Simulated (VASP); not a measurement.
# KCl (Pm-3m) in VASP: a series of runs

Runs on KCl. Level: r2SCAN. Tasks: single point, relaxation of cell and atoms.

Everything below comes from runs of VASP 6.6.1. Logs are shortened: lines on timing, memory, paths and dates and some standing lists are left out, and cuts for length are marked.

**1. The cell of the first run**

It takes space group Pm-3m (No. 221, cubic). The conventional cell has a = 3.892 Å, b = 3.892 Å, c = 3.892 Å, α = 90.00°, β = 90.00°, γ = 90.00°. Within 4.4 Å of K (site symmetry m-3m) lie 8 Cl at 3.37 Å and 6 K at 3.89 Å. Cl (site symmetry m-3m) has 8 K at 3.37 Å and 6 Cl at 3.89 Å within 4.4 Å.

**2. Single point, r2SCAN (volume scaled by 1.10)**

Input file POSCAR:

```
KCl
1.0
    3.8921695860      0.0000000000      0.0000000000
    0.0000000000      3.8921695860      0.0000000000
    0.0000000000      0.0000000000      3.8921695860
K Cl
1 1
Direct
    0.0000000000      0.0000000000      0.0000000000
    0.5000000000      0.5000000000      0.5000000000
```

Input file INCAR.step1:

```
SYSTEM = KCl
ALGO = Normal
EDIFF = 1E-4
ENCUT = 520
GGA = PE
ISMEAR = 0
LASPH = .TRUE.
LCHARG = .FALSE.
LREAL = .FALSE.
LWAVE = .TRUE.
NBANDS = 15
NELM = 100
PREC = Accurate
SIGMA = 0.02
```

Input file INCAR.step2:

```
SYSTEM = KCl
ALGO = Normal
EDIFF = 1E-6
ENCUT = 520
ISIF = 2
ISMEAR = 0
ISTART = 1
LASPH = .TRUE.
LCHARG = .TRUE.
LELF = .TRUE.
LMIXTAU = .TRUE.
LREAL = .FALSE.
LVHAR = .TRUE.
LWAVE = .FALSE.
METAGGA = R2SCAN
NBANDS = 15
NELM = 100
PREC = Accurate
SIGMA = 0.02
```

Input file KPOINTS:

```
k-points
0
G
  6 6 6
  0 0 0
```

Potentials or basis: VASP PAW PBE potentials, release 64 (K_sv, Cl).

On the command line:

```console
cat potpaw_PBE.64/K_sv/POTCAR potpaw_PBE.64/Cl/POTCAR > POTCAR
cp INCAR.step1 INCAR
mpirun -np 1 vasp_std > vasp.out
cp INCAR.step2 INCAR
mpirun -np 1 vasp_std > vasp.out
```

OUTCAR:

```text
SYSTEM = KCl
   EDIFF = 1E-6
   ENCUT = 520
   ISIF = 2
   ISMEAR = 0
   ISTART = 1
   LASPH = .TRUE.
   LREAL = .FALSE.
   METAGGA = R2SCAN
   NELM = 100
   PREC = Accurate

 ion  position               nearest neighbor table
   1  0.000  0.000  0.000-
   2  0.500  0.500  0.500-

  LATTYP: Found a simple cubic cell.
 ALAT       =     3.8921695860

  Lattice vectors:

 A1 = (   3.8921695860,   0.0000000000,   0.0000000000)
 A2 = (   0.0000000000,   3.8921695860,   0.0000000000)
 A3 = (   0.0000000000,   0.0000000000,   3.8921695860)

Analysis of symmetry for initial positions (statically):
=====================================================================
 Subroutine PRICEL returns:
 Original cell was already a primitive cell.

 Routine SETGRP: Setting up the symmetry group for a
 simple cubic supercell.

 Subroutine GETGRP returns: Found 48 space group operations
 (whereof 48 operations were pure point group operations)
 out of a pool of 48 trial point group operations.

The static configuration has the point symmetry O_h .

Analysis of symmetry for dynamics (positions and initial velocities):
=====================================================================
 Subroutine PRICEL returns:
 Original cell was already a primitive cell.

 Routine SETGRP: Setting up the symmetry group for a
 simple cubic supercell.

 Subroutine GETGRP returns: Found 48 space group operations
 (whereof 48 operations were pure point group operations)
 out of a pool of 48 trial point group operations.

The dynamic configuration has the point symmetry O_h .

 Subroutine INISYM returns: Found 48 space group operations
 (whereof 48 operations are pure point group operations),
 and found     1 'primitive' translations

----------------------------------------------------------------------------------------

                                     Primitive cell

  volume of cell :      58.9624

  direct lattice vectors                    reciprocal lattice vectors
     3.892169586  0.000000000  0.000000000     0.256926112  0.000000000  0.000000000
     0.000000000  3.892169586  0.000000000     0.000000000  0.256926112  0.000000000
     0.000000000  0.000000000  3.892169586     0.000000000  0.000000000  0.256926112

  length of vectors
     3.892169586  3.892169586  3.892169586     0.256926112  0.256926112  0.256926112

  position of ions in fractional coordinates (direct lattice)
     0.000000000  0.000000000  0.000000000
     0.500000000  0.500000000  0.500000000

  ion indices of the primitive-cell ions
   primitive index   ion index
                 1           1
                 2           2

----------------------------------------------------------------------------------------

 KPOINTS: k-points

Automatic generation of k-mesh.
 Grid dimensions read from file:
 generate k-points for:    6    6    6

 Generating k-lattice:

  Cartesian coordinates                     Fractional coordinates (reciprocal lattice)
     0.042821019  0.000000000  0.000000000     0.166666667  0.000000000  0.000000000
     0.000000000  0.042821019  0.000000000     0.000000000  0.166666667  0.000000000
     0.000000000  0.000000000  0.042821019     0.000000000  0.000000000  0.166666667

  Length of vectors
     0.042821019  0.042821019  0.042821019

  Shift w.r.t. Gamma in fractional coordinates (k-lattice)
     0.000000000  0.000000000  0.000000000

 Subroutine IBZKPT returns following result:
 ===========================================

 Found     20 irreducible k-points:

 Following reciprocal coordinates:
            Coordinates               Weight
  0.000000  0.000000  0.000000      1.000000
  0.166667  0.000000  0.000000      6.000000
  0.333333  0.000000  0.000000      6.000000
  0.500000  0.000000  0.000000      3.000000
  0.166667  0.166667  0.000000     12.000000
  0.333333  0.166667  0.000000     24.000000
[... 12 lines left out ...]
  0.500000  0.500000  0.333333      6.000000
  0.500000  0.500000  0.500000      1.000000
   k-points           NKPTS =     20   k-points in BZ     NKDIM =     20   number of bands    NBANDS=     15
   number of dos      NEDOS =    301   number of ions     NIONS =      2
   total plane-waves  NPLWV =  27000
   dimension x,y,z NGX =    30 NGY =   30 NGZ =   30
   dimension x,y,z NGXF=    60 NGYF=   60 NGZF=   60
   ions per type =               1   1
   NGX,Y,Z   is equivalent  to a cutoff of  12.81, 12.81, 12.81 a.u.
   NGXF,Y,Z  is equivalent  to a cutoff of  25.63, 25.63, 25.63 a.u.
 SYSTEM =  KCl
   PREC   = accura    normal or accurate (medium, high low for compatibility)
   ISTART =      1    job   : 0-new  1-cont  2-samecut
   ICHARG =      0    charge: 1-file 2-atom 10-const
   ISPIN  =      1    spin polarized calculation?
   LNONCOLLINEAR =      F non collinear calculations
   LSORBIT =      F    spin-orbit coupling
   LASPH  =      T    aspherical Exc in radial PAW
   ENCUT  =  520.0 eV  38.22 Ry    6.18 a.u.   7.24  7.24  7.24*2*pi/ulx,y,z
   NELM   =    100;   NELMIN=  2; NELMDL=  0     # of ELM steps
   EDIFF  = 0.1E-05   stopping-criterion for ELM
   LREAL  =      F    real-space projection
   EDIFFG = 0.1E-04   stopping-criterion for IOM
   NSW    =      0    number of steps for IOM
   IBRION =     -1    ionic relax: 0-MD 1-quasi-New 2-CG
   NFREE  =      0    steps in history (QN), initial steepest desc. (CG)
   ISIF   =      2    stress and relaxation
   ISYM   =      2    0-nonsym 1-usesym 2-fastsym
   POTIM  = 0.5000    time-step for ionic-motion
   TEBEG  =    0.0;   TEEND  =   0.0 temperature during run
   PSTRESS=    0.0 pullay stress
   NELECT =      16.0000    total number of electrons
   NUPDOWN=      -1.0000    fix difference up-down
   EMIN   =  10.00;   EMAX   =-10.00  energy-range for DOS
   EFERMI =   0.00;   METHOD = LEGACY
   ISMEAR =     0;   SIGMA  =   0.02  broadening in eV -4-tet -1-fermi 0-gaus
   EFERMI_NEDOS =   21; number of points for ismear=-14 and -15
   IALGO  =     38    algorithm
   IMIX   =      4    mixing-type and parameters
     AMIX     =   0.40;   BMIX     =  1.00
     AMIX_MAG =   1.60;   BMIX_MAG =  1.00
  volume/ion in A,a.u.               =      29.48       198.95
  Fermi-wavevector in a.u.,A,eV,Ry     =   1.059879  2.002881 15.284024  1.123344
  Thomas-Fermi vector in A             =   2.195240
   LORBIT       =      0    0 simple, 1 ext, 2 COOP (PROOUT), +10 PAW based schemes
   METAGGA = R2SCAN    functional components
   LHFCALC =     F    Hartree Fock is set to
   AEXX    =    0.0000 exact exchange contribution
   IVDW    =     0    specifies the selected vdW correction
   LEPSILON=     F    determine dielectric tensor
   LRPA    =     F    only Hartree local field effects (RPA)
 non-spin polarized calculation
 Gauss-broadening in eV      SIGMA  =   0.02
  energy-cutoff  :      520.00
  volume of cell :       58.96
 maximum number of plane-waves:      1622
 NGX is ok and might be reduce to    30
   NGX = 15   NGY = 15   NGZ = 15

 number of electron      16.0000001 magnetization

 Free energy of the ion-electron system (eV)
  ---------------------------------------------------
  ext. energy  EPLUGINS =         0.00000000
  ---------------------------------------------------
  free energy    TOTEN  =       -16.37699185 eV

  energy without entropy =      -16.37699185  energy(sigma->0) =      -16.37699185

 E-fermi :  -1.2292     XC(G=0):  -8.2885

 val. band max:       -1.4247261513   @ k =   0.5000   0.5000   0.0000
 cond. band min:       3.9552032090   @ k =   0.0000   0.0000   0.0000
 fundamental gap:      5.3799293603
 Fermi energy:        -1.2292398573

 k-point     1 :       0.0000    0.0000    0.0000
  band No.  band energies     occupation
      1     -30.6761      2.00000
      2     -14.4786      2.00000
      3     -13.3013      2.00000
      4     -13.3013      2.00000
      5     -13.3013      2.00000
      6      -1.6220      2.00000
      7      -1.6220      2.00000
      8      -1.6220      2.00000
      9       3.9552      0.00000
     10       5.7518      0.00000
     11       5.7518      0.00000
     12       9.9313      0.00000
     13       9.9313      0.00000
     14       9.9313      0.00000
     15      12.8253      0.00000

 k-point     2 :       0.1667    0.0000    0.0000
  band No.  band energies     occupation
      1     -30.6722      2.00000
      2     -14.5101      2.00000
      3     -13.2950      2.00000
      4     -13.2950      2.00000
      5     -13.2754      2.00000
      6      -2.0568      2.00000
      7      -1.6202      2.00000
      8      -1.6202      2.00000
      9       4.5431      0.00000
     10       5.9740      0.00000
     11       6.2627      0.00000
     12       9.8277      0.00000
     13       9.8277      0.00000
     14      10.0579      0.00000
     15      11.8754      0.00000

 k-point     3 :       0.3333    0.0000    0.0000
  band No.  band energies     occupation
      1     -30.6646      2.00000
      2     -14.5757      2.00000
      3     -13.2822      2.00000
      4     -13.2822      2.00000
      5     -13.2172      2.00000
      6      -2.7670      2.00000
      7      -1.6171      2.00000
      8      -1.6171      2.00000
      9       5.8069      0.00000
     10       6.5759      0.00000
     11       7.2163      0.00000
     12       9.7285      0.00000
     13       9.7285      0.00000
     14      10.2620      0.00000
     15      10.3501      0.00000
[... 271 lines left out ...]
 k-point    19 :       0.5000    0.5000    0.3333
  band No.  band energies     occupation
      1     -30.6362      2.00000
      2     -14.1421      2.00000
      3     -13.4577      2.00000
      4     -13.4577      2.00000
      5     -13.4001      2.00000
      6      -2.6323      2.00000
      7      -2.6323      2.00000
      8      -2.3847      2.00000
      9       7.0351      0.00000
     10       7.9515      0.00000
     11       7.9515      0.00000
     12       8.4894      0.00000
     13       9.4429      0.00000
     14       9.4429      0.00000
     15      11.3995      0.00000

 k-point    20 :       0.5000    0.5000    0.5000
  band No.  band energies     occupation
      1     -30.6327      2.00000
      2     -14.1098      2.00000
      3     -13.4469      2.00000
      4     -13.4469      2.00000
      5     -13.4469      2.00000
      6      -2.6528      2.00000
      7      -2.6528      2.00000
      8      -2.6528      2.00000
      9       7.9258      0.00000
     10       7.9258      0.00000
     11       7.9258      0.00000
     12       9.1161      0.00000
     13       9.1161      0.00000
     14       9.1161      0.00000
     15      11.4261      0.00000

------------------------ aborting loop because EDIFF is reached ----------------------------------------

  FORCE on cell =-STRESS in cart. coord.  units (eV):
  Direction    XX          YY          ZZ          XY          YZ          ZX
  --------------------------------------------------------------------------------------
  -------------------------------------------------------------------------------------
  Total       -0.6491294     -0.6491294     -0.6491294      0.0000000     -0.0000000      0.0000000
  in kB      -17.6387005    -17.6387005    -17.6387005      0.0000000     -0.0000000      0.0000000
  external PRESSURE =     -17.6387005 kB  Pullay stress =       0.0000000 kB

 VOLUME and BASIS-vectors are now :
 -----------------------------------------------------------------------------
  energy-cutoff  :      520.00
  volume of cell :       58.96
      direct lattice vectors                 reciprocal lattice vectors
     3.892169586  0.000000000  0.000000000     0.256926112  0.000000000  0.000000000
     0.000000000  3.892169586  0.000000000     0.000000000  0.256926112  0.000000000
     0.000000000  0.000000000  3.892169586     0.000000000  0.000000000  0.256926112

 POSITION                                       TOTAL-FORCE (eV/Angst)
 -----------------------------------------------------------------------------------
      0.00000      0.00000      0.00000         0.000000      0.000000      0.000000
      1.94608      1.94608      1.94608         0.000000      0.000000      0.000000
 -----------------------------------------------------------------------------------
    total drift:                                0.000000      0.000000     -0.000000

  FREE ENERGIE OF THE ION-ELECTRON SYSTEM (eV)
  ---------------------------------------------------
  free  energy   TOTEN  =       -16.3769918496 eV

  energy  without entropy=      -16.3769918496  energy(sigma->0) =      -16.37699185
```

Wall time 51 s (1 thread of Intel Xeon Platinum 8488C (Sapphire Rapids), shared host); peak memory 0.17 GiB.

Results:

| Property | Result |
| --- | --- |
| Free energy | -16.3770 eV |
| Pressure | -1.8 GPa |
| Band gap on the k mesh | 5.38 eV, indirect (least direct gap 5.58 eV) |

Levels at points of the mesh, in eV from the valence-band top:
| k point | band 6 | band 7 | band 8 | band 9 | band 10 | band 11 |
| --- | --- | --- | --- | --- | --- | --- |
| (0.00, 0.00, 0.00) | -0.20 | -0.20 | -0.20 | 5.38 | 7.18 | 7.18 |
| (0.50, 0.00, 0.00) | -1.65 | -0.19 | -0.19 | 8.24 | 8.50 | 8.77 |
| (0.50, 0.50, 0.00) | -1.15 | -1.15 | 0.00 | 6.80 | 7.96 | 9.65 |
| (0.50, 0.50, 0.50) | -1.23 | -1.23 | -1.23 | 9.35 | 9.35 | 9.35 |

Caveat: the cell differs from its parent crystal (volume scaled by 1.10); the PAW data sets were made with another functional, which shifts forces and pressure a little.

**3. Relaxation of cell and atoms, r2SCAN**

This run uses another cell than the first one, of 26.80 Å³/atom, 0.909 times its volume.

Input file POSCAR:

```
KCl
1.0
    3.7704587425      0.0000000000      0.0000000000
    0.0000000000      3.7704587425      0.0000000000
    0.0000000000      0.0000000000      3.7704587425
K Cl
1 1
Direct
    0.0000000000      0.0000000000      0.0000000000
    0.5000000000      0.5000000000      0.5000000000
```

Input file INCAR.step1:

```
PREC = Accurate
ENCUT = 600
ISMEAR = 0
SIGMA = 0.02
LREAL = False
LASPH = True
NELM = 80
GGA = PE
ALGO = Normal
EDIFF = 1E-4
LWAVE = True
LCHARG = False
```

Input file INCAR.step2:

```
PREC = Accurate
ENCUT = 600
EDIFF = 1E-7
ISMEAR = 0
SIGMA = 0.02
LREAL = False
LASPH = True
NELM = 80
ALGO = Normal
ISIF = 3
LWAVE = False
LCHARG = False
METAGGA = R2SCAN
LMIXTAU = True
IBRION = 2
NSW = 100
EDIFFG = -0.005
ISTART = 1
```

Input file KPOINTS:

```
regular mesh
0
Gamma
  6 6 6
```

Potentials or basis: VASP PAW PBE potentials, release 64 (K_sv, Cl).

On the command line:

```console
cat potpaw_PBE.64/K_sv/POTCAR potpaw_PBE.64/Cl/POTCAR > POTCAR
cp INCAR.step1 INCAR
mpirun -np 1 vasp_std > vasp.out
cp INCAR.step2 INCAR
mpirun -np 1 vasp_std > vasp.out
```

Wall time 45 s (1 thread of Intel Xeon Platinum 8488C (Sapphire Rapids), shared host); peak memory 0.17 GiB.

It converged, with:

```yaml
Free_energy: -16.4088 eV
Pressure_after_relaxing: 0.0 GPa
Band_gap_on_the_k_mesh: 5.81 eV, indirect (least direct gap 6.03 eV)
```

Final structure:
```cif
data_structure
_symmetry_space_group_name_H-M 'P 1'
_symmetry_Int_Tables_number 1
_cell_length_a 3.7705
_cell_length_b 3.7705
_cell_length_c 3.7705
_cell_angle_alpha 90.000
_cell_angle_beta 90.000
_cell_angle_gamma 90.000
_cell_volume 53.60
loop_
_atom_site_label
_atom_site_type_symbol
_atom_site_fract_x
_atom_site_fract_y
_atom_site_fract_z
_atom_site_occupancy
K1 K 0.00000 0.00000 0.00000 1
Cl1 Cl 0.50000 0.50000 0.50000 1
```

Levels at points of the mesh, in eV from the valence-band top:
```
           k point  band 5  band 6  band 7  band 8  band 9  band 10  band 11  band 12
(0.00, 0.00, 0.00)  -11.69   -0.22   -0.22   -0.22    5.81     7.09     7.09    11.60
(0.50, 0.00, 0.00)  -11.56   -1.90   -0.23   -0.23    8.56     8.74     9.32    10.84
(0.50, 0.50, 0.00)  -11.63   -1.30   -1.30    0.00    6.86     8.09     9.73     9.73
(0.50, 0.50, 0.50)  -11.89   -1.45   -1.45   -1.45    9.67     9.67     9.67    10.96
```

Caveat: the relaxation stopped at its first step, so nothing moved; the PAW data sets were made with another functional, which shifts forces and pressure a little.
